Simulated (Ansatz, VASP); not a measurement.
**Two plane-wave programs on RbBr**

```
Rb Br
1.0
     0.00000    3.42750    3.42750
     3.42750    0.00000    3.42750
     3.42750    3.42750    0.00000
Rb Br
1 1
Direct
  0.00000 0.00000 0.00000
  0.41247 0.41247 0.58753
```

Alike in both runs: task single point; functional PBE; k mesh 6 × 6 × 6; occupations gaussian, width 0.05 eV; no spin polarisation.

|  | VASP | Ansatz |
| --- | --- | --- |
| version | VASP 6.6.1 | Ansatz 0.2.0 |
| potentials or method | VASP PAW PBE potentials, release 64 (Rb_sv, Br), cutoff 520 eV | scalar-relativistic, plane waves, PAW |
| valence electrons in the cell | 16 | 16 |

```csv
,VASP,Ansatz,Ansatz less VASP
gap on the k mesh at the Fermi level (eV),4.36,4.36,+0.003
least direct gap on the mesh (eV),4.36,4.36,+0.003
pressure (GPa),3.3,3.3,-0.05
"traceless stress, the component that is largest in VASP (GPa)",5.49,5.42,-0.069
rms of the force components (eV/Å),0.945,0.934,-0.0114
```

Atom by atom the forces differ by 0.011 eV/Å (rms over components). With one functional, cell and mesh, what is left measures potentials, basis and numerics.
